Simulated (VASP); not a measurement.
The system is Ru.

```
CELL_PARAMETERS angstrom
-1.50203 1.50203 1.50203
1.50203 -1.50203 1.50203
1.50203 1.50203 -1.50203
ATOMIC_POSITIONS crystal
Ru 0.00000 0.00000 0.00000
```

| Quantity | Value |
| --- | --- |
| Program | VASP 6.6.1 |
| Task | relaxation of cell and atoms |
| Functional | PBEsol |
| Potentials or basis | VASP PAW PBE potentials, release 64 (Ru_pv) |
| Cutoff | 600 eV |
| k mesh | 15 × 15 × 15 |
| Occupations | fermi-dirac, width 0.1 eV |
| Spin | no spin polarisation |

At the start: pressure 4.9 GPa; volume 13.55 Å³/atom.

Problem. How do energy, volume and symmetry change on relaxing?

Solution. Over 3 steps the energy falls by 3.1 meV/atom and the volume is 13.76 Å³/atom (+1.5 %); space group Im-3m (No. 229, to 0.05 Å).

Step by step:
```tsv
step	energy change (eV)	largest force (eV/Å)	pressure (GPa)	volume (Å³)
1	0.0000	0.0000	4.87	13.55
2	0.0219	0.0000	-12.37	14.38
3	-0.0031	0.0000	-0.06	13.76
```

Final structure:
```yaml
crystal:
  lattice:
    - [-1.50972, 1.50972, 1.50972]
    - [1.50972, -1.50972, 1.50972]
    - [1.50972, 1.50972, -1.50972]
  atoms:
    - { symbol: Ru, position: [0.00000, 0.00000, 0.00000] }
```

Caveat: the PAW data sets were made with another functional, which shifts forces and pressure a little.
